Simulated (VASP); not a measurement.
# As (C2/m) in VASP: a series of runs

Runs on As. Level: PBE. Tasks: single point, relaxation of cell and atoms.

All numbers are computed with VASP 6.6.1; they aren't measurements. Logs are shortened: lines on timing, memory, paths and dates and some standing lists are left out, and cuts for length are marked.

**1. The cell of the first run**

The structure is monoclinic, space group C2/m (No. 12). The conventional cell has a = 6.248 Å, b = 3.607 Å, c = 6.683 Å, α = 90.00°, β = 114.37°, γ = 90.00°. As (site symmetry m) has 3 As at 2.50 Å within 3.3 Å.

**2. Single point, PBE**

File INCAR:

```
SYSTEM = As
PREC = Accurate ; ENCUT = 520
EDIFF = 1E-7 ; ISMEAR = 0
SIGMA = 0.02 ; LREAL = .False.
LASPH = .True. ; NELM = 100
ALGO = Normal ; ISIF = 2
LWAVE = .False. ; LCHARG = .False.
GGA = PE ; NBANDS = 12
```

File KPOINTS:

```
regular mesh
0
Gamma
  10 10 6
  0 0 0
```

File POSCAR:

```
As
1.0
    3.1238650555     -1.8032541866     -0.0357970300
    3.1238650555      1.8032541866     -0.0357970300
   -2.6872318904      0.0000000000      6.1190372410
As
2
Direct
    0.1162466564      0.1162466564      0.3857473726
    0.8837533436      0.8837533436      0.6142526274
```

Potentials or basis: VASP PAW PBE potentials, release 64 (As).

The run is started by

```bash
cat potpaw_PBE.64/As/POTCAR > POTCAR
mpirun -np 1 vasp_std > vasp.out
```

OUTCAR:

```text
SYSTEM = As
   PREC = Accurate
   ENCUT = 520
   EDIFF = 1E-7
   ISMEAR = 0
   LREAL = .False.
   LASPH = .True.
   NELM = 100
   ISIF = 2
   GGA = PE

 ion  position               nearest neighbor table
   1  0.116  0.116  0.386-   2 2.50   2 2.50   2 2.50
   2  0.884  0.884  0.614-   1 2.50   1 2.50   1 2.50

  LATTYP: Found a base centered monoclinic cell.
 ALAT       =     6.2481403033
 B/A-ratio  =     0.5772130903
 C/A-ratio  =     1.0696143417
 COS(beta)  =    -0.4125585453

  Lattice vectors:

 A1 = (   3.1238650555,  -1.8032541866,  -0.0357970300)
 A2 = (   3.1238650555,   1.8032541866,  -0.0357970300)
 A3 = (  -2.6872318904,   0.0000000000,   6.1190372410)

Analysis of symmetry for initial positions (statically):
=====================================================================
 Subroutine PRICEL returns:
 Original cell was already a primitive cell.

 Routine SETGRP: Setting up the symmetry group for a
 base centered monoclinic supercell.

 Subroutine GETGRP returns: Found  4 space group operations
 (whereof  4 operations were pure point group operations)
 out of a pool of  4 trial point group operations.

The static configuration has the point symmetry C_2h.

Analysis of symmetry for dynamics (positions and initial velocities):
=====================================================================
 Subroutine PRICEL returns:
 Original cell was already a primitive cell.

 Routine SETGRP: Setting up the symmetry group for a
 base centered monoclinic supercell.

 Subroutine GETGRP returns: Found  4 space group operations
 (whereof  4 operations were pure point group operations)
 out of a pool of  4 trial point group operations.

The dynamic configuration has the point symmetry C_2h.

 Subroutine INISYM returns: Found  4 space group operations
 (whereof  4 operations are pure point group operations),
 and found     1 'primitive' translations

----------------------------------------------------------------------------------------

                                     Primitive cell

  volume of cell :      68.5916

  direct lattice vectors                    reciprocal lattice vectors
     3.123865056 -1.803254187 -0.035797030     0.160867684 -0.277276495  0.070646534
     3.123865056  1.803254187 -0.035797030     0.160867684  0.277276495  0.070646534
    -2.687231890  0.000000000  6.119037241     0.001882187  0.000000000  0.164250981

  length of vectors
     3.607151227  3.607151227  6.683100477     0.328255387  0.328255387  0.164261765

  position of ions in fractional coordinates (direct lattice)
     0.116246656  0.116246656  0.385747373
     0.883753344  0.883753344  0.614252627

  ion indices of the primitive-cell ions
   primitive index   ion index
                 1           1
                 2           2

----------------------------------------------------------------------------------------

 KPOINTS: regular mesh

Automatic generation of k-mesh.
 Grid dimensions read from file:
 generate k-points for:   10   10    6

 Generating k-lattice:

  Cartesian coordinates                     Fractional coordinates (reciprocal lattice)
     0.016086768 -0.027727649  0.007064653     0.100000000 -0.000000000  0.000000000
     0.016086768  0.027727649  0.007064653    -0.000000000  0.100000000  0.000000000
     0.000313698  0.000000000  0.027375164     0.000000000  0.000000000  0.166666667

  Length of vectors
     0.032825539  0.032825539  0.027376961

  Shift w.r.t. Gamma in fractional coordinates (k-lattice)
     0.000000000  0.000000000  0.000000000

 Subroutine IBZKPT returns following result:
 ===========================================

 Found    172 irreducible k-points:

 Following reciprocal coordinates:
            Coordinates               Weight
  0.000000  0.000000  0.000000      1.000000
  0.100000  0.000000 -0.000000      4.000000
  0.200000  0.000000 -0.000000      4.000000
  0.300000 -0.000000 -0.000000      4.000000
  0.400000 -0.000000 -0.000000      4.000000
  0.500000  0.000000 -0.000000      2.000000
[... 16 lines left out ...]
  0.300000  0.300000 -0.000000      2.000000
  0.400000  0.300000 -0.000000      4.000000
 [... further k-points ...]
   k-points           NKPTS =    172   k-points in BZ     NKDIM =    172   number of bands    NBANDS=     12
   number of dos      NEDOS =    301   number of ions     NIONS =      2
   total plane-waves  NPLWV =  39200
   dimension x,y,z NGX =    28 NGY =   28 NGZ =   50
   dimension x,y,z NGXF=    56 NGYF=   56 NGZF=  100
   ions per type =               2
   NGX,Y,Z   is equivalent  to a cutoff of  12.90, 12.90, 12.44 a.u.
   NGXF,Y,Z  is equivalent  to a cutoff of  25.81, 25.81, 24.88 a.u.
 SYSTEM =  As
   PREC   = accura    normal or accurate (medium, high low for compatibility)
   ISTART =      0    job   : 0-new  1-cont  2-samecut
   ICHARG =      2    charge: 1-file 2-atom 10-const
   ISPIN  =      1    spin polarized calculation?
   LNONCOLLINEAR =      F non collinear calculations
   LSORBIT =      F    spin-orbit coupling
   LASPH  =      T    aspherical Exc in radial PAW
   ENCUT  =  520.0 eV  38.22 Ry    6.18 a.u.   6.71  6.71 12.43*2*pi/ulx,y,z
   NELM   =    100;   NELMIN=  2; NELMDL= -5     # of ELM steps
   EDIFF  = 0.1E-06   stopping-criterion for ELM
   LREAL  =      F    real-space projection
   EDIFFG = 0.1E-05   stopping-criterion for IOM
   NSW    =      0    number of steps for IOM
   IBRION =     -1    ionic relax: 0-MD 1-quasi-New 2-CG
   NFREE  =      0    steps in history (QN), initial steepest desc. (CG)
   ISIF   =      2    stress and relaxation
   ISYM   =      2    0-nonsym 1-usesym 2-fastsym
   POTIM  = 0.5000    time-step for ionic-motion
   TEBEG  =    0.0;   TEEND  =   0.0 temperature during run
   PSTRESS=    0.0 pullay stress
   NELECT =      10.0000    total number of electrons
   NUPDOWN=      -1.0000    fix difference up-down
   EMIN   =  10.00;   EMAX   =-10.00  energy-range for DOS
   EFERMI =   0.00;   METHOD = LEGACY
   ISMEAR =     0;   SIGMA  =   0.02  broadening in eV -4-tet -1-fermi 0-gaus
   EFERMI_NEDOS =   21; number of points for ismear=-14 and -15
   IALGO  =     38    algorithm
   IMIX   =      4    mixing-type and parameters
     AMIX     =   0.40;   BMIX     =  1.00
     AMIX_MAG =   1.60;   BMIX_MAG =  1.00
  volume/ion in A,a.u.               =      34.30       231.44
  Fermi-wavevector in a.u.,A,eV,Ry     =   0.861624  1.628233 10.100908  0.742396
  Thomas-Fermi vector in A             =   1.979305
   LORBIT       =      0    0 simple, 1 ext, 2 COOP (PROOUT), +10 PAW based schemes
   GGA     = PE    functional components
   LHFCALC =     F    Hartree Fock is set to
   AEXX    =    0.0000 exact exchange contribution
   IVDW    =     0    specifies the selected vdW correction
   LEPSILON=     F    determine dielectric tensor
   LRPA    =     F    only Hartree local field effects (RPA)
 non-spin polarized calculation
 Gauss-broadening in eV      SIGMA  =   0.02
  energy-cutoff  :      520.00
  volume of cell :       68.59
 maximum number of plane-waves:      1870
   NGX = 13   NGY = 13   NGZ = 25

 number of electron      10.0000000 magnetization

 Free energy of the ion-electron system (eV)
  ---------------------------------------------------
  ext. energy  EPLUGINS =         0.00000000
  ---------------------------------------------------
  free energy    TOTEN  =        -9.33626472 eV

  energy without entropy =       -9.33626472  energy(sigma->0) =       -9.33626472

 E-fermi :   0.9233     XC(G=0):  -7.4388

 val. band max:        0.8249213979   @ k =  -0.1000   0.1000   0.5000
 cond. band min:       2.1919666744   @ k =  -0.3000  -0.3000   0.1667
 fundamental gap:      1.3670452765
 Fermi energy:         0.9232756784

 k-point     1 :       0.0000    0.0000    0.0000
  band No.  band energies     occupation
      1     -12.6807      2.00000
      2      -6.2810      2.00000
      3      -0.1542      2.00000
      4       0.7797      2.00000
      5       0.7840      2.00000
      6       2.9535      0.00000
      7       4.2808      0.00000
      8       4.2838      0.00000
      9       7.7229      0.00000
     10      10.3049      0.00000
     11      10.8213      0.00000
     12      10.8971      0.00000

 k-point     2 :       0.1000    0.0000   -0.0000
  band No.  band energies     occupation
      1     -12.5482      2.00000
      2      -6.2741      2.00000
      3      -0.3458      2.00000
      4      -0.0594      2.00000
      5       0.4956      2.00000
      6       3.5257      0.00000
      7       4.3190      0.00000
      8       4.5702      0.00000
      9       7.7615      0.00000
     10       9.8426      0.00000
     11      10.7568      0.00000
     12      11.0527      0.00000

 k-point     3 :       0.2000    0.0000   -0.0000
  band No.  band energies     occupation
      1     -12.1565      2.00000
      2      -6.3555      2.00000
      3      -1.8364      2.00000
      4      -0.0792      2.00000
      5       0.1273      2.00000
      6       2.8215      0.00000
      7       5.0498      0.00000
      8       5.1436      0.00000
      9       7.8520      0.00000
     10       9.3091      0.00000
     11      10.6119      0.00000
     12      11.0260      0.00000

 k-point     4 :       0.3000   -0.0000   -0.0000
  band No.  band energies     occupation
      1     -11.5301      2.00000
      2      -6.8211      2.00000
      3      -2.6869      2.00000
      4      -0.6134      2.00000
      5       0.0553      2.00000
      6       2.4083      0.00000
      7       4.7930      0.00000
      8       5.2855      0.00000
      9       7.8344      0.00000
     10       9.4805      0.00000
     11      10.8728      0.00000
     12      11.6790      0.00000

 k-point     5 :       0.4000   -0.0000   -0.0000
  band No.  band energies     occupation
      1     -10.7543      2.00000
      2      -7.7111      2.00000
      3      -2.7398      2.00000
      4      -0.9674      2.00000
      5      -0.4842      2.00000
      6       2.6459      0.00000
      7       4.2708      0.00000
      8       5.3067      0.00000
      9       7.2086      0.00000
     10       9.2967      0.00000
     11      10.7846      0.00000
     12      12.7781      0.00000
[... 228 lines left out ...]
      1     -10.3917      2.00000
      2      -7.9314      2.00000
      3      -2.8837      2.00000
      4      -1.9754      2.00000
      5      -0.4219      2.00000
      6       3.4105      0.00000
      7       4.0312      0.00000
      8       5.6002      0.00000
      9       8.0740      0.00000
     10       9.9561      0.00000
     11      10.2774      0.00000
     12      11.5210      0.00000

 k-point    22 :      -0.2000    0.2000    0.0000
  band No.  band energies     occupation
      1     -11.1639      2.00000
      2      -7.1108      2.00000
      3      -2.3805      2.00000
      4      -2.1023      2.00000
      5       0.0486      2.00000
      6       3.4438      0.00000
      7       4.0252      0.00000
      8       5.6913      0.00000
      9       7.6061      0.00000
     10      10.1065      0.00000
     11      10.2760      0.00000
     12      12.1501      0.00000

 k-point    23 :       0.3000    0.3000   -0.0000
  band No.  band energies     occupation
      1     -11.5260      2.00000
      2      -6.8439      2.00000
      3      -2.7300      2.00000
      4      -0.6155      2.00000
      5       0.2539      2.00000
      6       2.2613      0.00000
      7       5.0572      0.00000
      8       5.3219      0.00000
      9       7.4957      0.00000
     10       9.7032      0.00000
     11      10.6932      0.00000
     12      11.4732      0.00000

 k-point    24 :       0.4000    0.3000   -0.0000
  band No.  band energies     occupation
      1     -11.0514      2.00000
      2      -7.3108      2.00000
      3      -2.7641      2.00000
      4      -1.4792      2.00000
      5       0.0616      2.00000
      6       2.9470      0.00000
      7       4.7383      0.00000
      8       5.1909      0.00000
      9       7.7115      0.00000
     10       9.3291      0.00000
     11      10.7664      0.00000
     12      11.3703      0.00000

 [... further k-points ...]

------------------------ aborting loop because EDIFF is reached ----------------------------------------

  FORCE on cell =-STRESS in cart. coord.  units (eV):
  Direction    XX          YY          ZZ          XY          YZ          ZX
  --------------------------------------------------------------------------------------
  -------------------------------------------------------------------------------------
  Total        0.0806697      0.0803240      0.1214985      0.0000000      0.0000000     -0.0053969
  in kB        1.8842987      1.8762231      2.8379857      0.0000000      0.0000000     -0.1260618
  external PRESSURE =       2.1995025 kB  Pullay stress =       0.0000000 kB

 VOLUME and BASIS-vectors are now :
 -----------------------------------------------------------------------------
  energy-cutoff  :      520.00
  volume of cell :       68.59
      direct lattice vectors                 reciprocal lattice vectors
     3.123865056 -1.803254187 -0.035797030     0.160867684 -0.277276495  0.070646534
     3.123865056  1.803254187 -0.035797030     0.160867684  0.277276495  0.070646534
    -2.687231890  0.000000000  6.119037241     0.001882187  0.000000000  0.164250981

 POSITION                                       TOTAL-FORCE (eV/Angst)
 -----------------------------------------------------------------------------------
     -0.31031      0.00000      2.35208        -0.000806      0.000000     -0.079601
      3.87081      0.00000      3.69536         0.000806      0.000000      0.079601
 -----------------------------------------------------------------------------------
    total drift:                               -0.000000      0.000000      0.000000

  FREE ENERGIE OF THE ION-ELECTRON SYSTEM (eV)
  ---------------------------------------------------
  free  energy   TOTEN  =        -9.3362647240 eV

  energy  without entropy=       -9.3362647240  energy(sigma->0) =       -9.33626472
```

It took 1.8 min on 1 thread of Intel Xeon 8259CL, shared host; peak memory 0.27 GiB.

Results:

```yaml
Free_energy: -9.3363 eV
Pressure: 0.2 GPa
Largest_force: 0.080 eV/Å
Band_gap_on_the_k_mesh: 1.37 eV (least direct gap 1.73 eV)
```

Forces in eV/Å, atoms in the order of the input:
```
As  -0.001  0.000 -0.080
As   0.001  0.000  0.080
```

Caveat: this functional lacks dispersion, which binds the layers, so the pressure and a relaxed spacing across them are unreliable. A k mesh can miss the band edges.

**3. Relaxation of cell and atoms, PBE**

This run uses another cell than the first one: it holds 8 atoms, not 2.

File INCAR:

```
ALGO = Normal ; EDIFF = 1E-6
EDIFFG = -0.04 ; ENCUT = 600
GGA = PE ; IBRION = 2
ISIF = 3 ; ISMEAR = 0
LASPH = T ; LCHARG = F
LREAL = F ; LWAVE = F
NELM = 60 ; NSW = 90
PREC = Accurate ; SIGMA = 0.1
```

File KPOINTS:

```
k-points
0
Gamma
  4 4 4
```

File POSCAR:

```
As
1.0
    5.3033822514     -3.7483001533      0.0000000000
    5.3033822514      3.7483001533      0.0000000000
   -2.1882141112      0.0000000000      4.4275057156
As
8
Direct
    0.8260000000      0.8260000000      0.1740000000
    0.1740000000      0.1740000000      0.8260000000
    0.2480000000      0.2480000000      0.1860000000
    0.7520000000      0.7520000000      0.8140000000
    0.7691000000      0.3029000000      0.1810000000
    0.6971000000      0.2309000000      0.8190000000
    0.2309000000      0.6971000000      0.8190000000
    0.3029000000      0.7691000000      0.1810000000
```

Potentials or basis: VASP PAW PBE potentials, release 64 (As).

The run is started by

```bash
cat potpaw_PBE.64/As/POTCAR > POTCAR
mpirun -np 1 vasp_std > vasp.out
```

Wall time 37 min (1 thread of AMD EPYC 9R45 (Zen 5), shared host); peak memory 0.36 GiB.

Results (log left out):

```
Free energy                           : -37.2873 eV
Relaxed cell                          : a = 7.215 Å, b = 7.215 Å, c = 8.621 Å, α = 111.93°, β = 111.93°, γ = 59.96°
Space group after relaxing (to 0.1 Å) : C2/m (No. 12)
Pressure after relaxing               : 0.0 GPa
Largest force after relaxing          : 0.036 eV/Å
Band gap on the k mesh                : 1.66 eV (least direct gap 1.85 eV)
```

Forces in eV/Å, atoms in the order of the input:
```
As  -0.030  0.000  0.020
As   0.030  0.000 -0.020
As   0.009  0.000  0.034
As  -0.009  0.000 -0.034
As  -0.030 -0.013 -0.009
As   0.030 -0.013  0.009
As   0.030  0.013  0.009
As  -0.030  0.013 -0.009
```

Stress tensor (GPa, compression positive):
```
 0.02  0.00 -0.04
 0.00  0.10  0.00
-0.04  0.00 -0.13
```

Final structure:
```cif
data_structure
_symmetry_space_group_name_H-M 'P 1'
_symmetry_Int_Tables_number 1
_cell_length_a 7.2152
_cell_length_b 7.2152
_cell_length_c 8.6215
_cell_angle_alpha 111.932
_cell_angle_beta 111.932
_cell_angle_gamma 59.965
_cell_volume 350.58
loop_
_atom_site_label
_atom_site_type_symbol
_atom_site_fract_x
_atom_site_fract_y
_atom_site_fract_z
_atom_site_occupancy
As1 As 0.86166 0.86166 0.58935 1
As2 As 0.13834 0.13834 0.41065 1
As3 As 0.35856 0.35856 0.58839 1
As4 As 0.64144 0.64144 0.41161 1
As5 As 0.85905 0.36124 0.59067 1
As6 As 0.63876 0.14095 0.40933 1
As7 As 0.14095 0.63876 0.40933 1
As8 As 0.36124 0.85905 0.59067 1
```

Levels at points of the mesh, in eV from the valence-band top:
```
           k point  band 16  band 17  band 18  band 19  band 20  band 21  band 22  band 23  band 24  band 25
(0.00, 0.00, 0.00)    -1.56    -1.56    -0.62    -0.01     0.00     1.93     1.96     1.97     2.00     3.12
(0.50, 0.00, 0.00)    -1.15    -1.05    -1.04    -0.44    -0.43     1.68     1.68     2.62     2.62     3.58
(0.50, 0.50, 0.00)    -1.14    -1.08    -1.05    -0.43    -0.40     1.76     1.77     2.62     2.63     3.41
(0.00, 0.00, 0.50)    -1.57    -1.56    -0.47    -0.01     0.00     1.85     1.96     1.98     2.00     3.10
(0.50, 0.00, 0.50)    -1.15    -1.07    -1.06    -0.41    -0.40     1.77     1.77     2.63     2.63     3.40
(0.50, 0.50, 0.50)    -1.14    -1.06    -1.03    -0.44    -0.41     1.68     1.69     2.63     2.63     3.59
```

 A k mesh can miss the band edges.
